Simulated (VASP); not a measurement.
V3NiMo: relaxation of cell and atoms with PBE

V3NiMo:

```
CELL_PARAMETERS angstrom
3.91191 0.00000 0.00000
0.00000 3.91191 0.00000
0.00000 0.00000 3.91191
ATOMIC_POSITIONS crystal
V 0.00000 0.50000 0.50000
V 0.50000 0.00000 0.50000
V 0.50000 0.50000 0.00000
Ni 0.00000 0.00000 0.00000
Mo 0.50000 0.50000 0.50000
```

```
Program                : VASP 6.6.1
Task                   : relaxation of cell and atoms
Functional             : PBE
Potentials or basis    : VASP PAW PBE potentials, release 64 (V_sv, Ni, Mo_sv)
Cutoff                 : 600 eV
k mesh                 : 4 × 4 × 4
Occupations            : gaussian, width 0.1 eV
Spin                   : no spin polarisation
Dipole correction      : no
Further INCAR settings : ALGO = Fast; EDIFF = 1e-06; IBRION = 2; EDIFFG = -0.04; NSW = 90; ISIF = 3
```

| Item | Value |
| --- | --- |
| Relaxed volume | 17.65 Å³/atom |
| Relaxed cell | a = 4.453 Å, b = 4.453 Å, c = 4.453 Å, α = 90.00°, β = 90.00°, γ = 90.00° |
| Space group after relaxing (to 0.05 Å) | Pm-3m (No. 221) |
| Energy gained by relaxing | 1265.4 meV/atom |
| Ionic steps | 16 |
| Pressure after relaxing | -0.3 GPa |

Step by step:
```
step  energy change (eV)  largest force (eV/Å)  pressure (GPa)  volume (Å³)
   1              0.0000                0.0000          101.61        59.86
   2             56.5504                0.0000            0.69       152.69
   3              0.1265                0.0000          -20.26       154.85
   4            370.3141                0.0000           89.60        82.43
   5             76.2950                0.0000            3.69       130.06
   6             43.1771                0.0000          -12.50       133.19
   7             -2.1494                0.0000          -18.66       130.75
   8             46.6003                0.0000           48.98        95.83
   9             -1.8300                0.0000          -12.67       118.00
  10             -4.4964                0.0000          -14.98       112.36
  11             -5.6197                0.0000          -12.39       103.88
  12             -5.9088                0.0000          -10.36        99.80
  13             -6.0287                0.0000           -8.91        97.81
  14             -6.0819                0.0000           -8.24        96.82
  15             -6.2914                0.0000           -3.51        91.23
  16             -6.3272                0.0000           -0.29        88.27
```

Final structure:
```
CELL_PARAMETERS angstrom
4.45254 0.00000 0.00000
0.00000 4.45254 0.00000
0.00000 0.00000 4.45254
ATOMIC_POSITIONS crystal
V 0.00000 0.50000 0.50000
V 0.50000 0.00000 0.50000
V 0.50000 0.50000 0.00000
Ni 0.00000 0.00000 0.00000
Mo 0.50000 0.50000 0.50000
```

Levels at points of the mesh, in eV from the Fermi level:
| k point | band 29 | band 30 | band 31 | band 32 | band 33 | band 34 |
| --- | --- | --- | --- | --- | --- | --- |
| (0.00, 0.00, 0.00) | 0.09 | 0.09 | 1.04 | 1.04 | 1.04 | 1.66 |
| (0.50, 0.00, 0.00) | -0.52 | -0.14 | -0.14 | 0.38 | 0.46 | 0.46 |
| (0.50, 0.50, 0.00) | -0.63 | -0.48 | -0.44 | -0.44 | 0.30 | 0.42 |
| (0.50, 0.50, 0.50) | -0.31 | -0.31 | -0.31 | -0.06 | -0.06 | 0.66 |

Run time: 28 min on 1 thread of Intel(R) Xeon(R) Platinum 8175M CPU @ 2.50GHz (Skylake/Cascade Lake), on a shared host, peak memory 0.21 GiB.

Caveat: the k points lie up to 0.35 Å⁻¹ apart in the final cell; the volume moved by over 15 % at a fixed basis, so the end points are rough. Spin polarisation is off, so any magnetic state and its effect on volume and gap are missing.
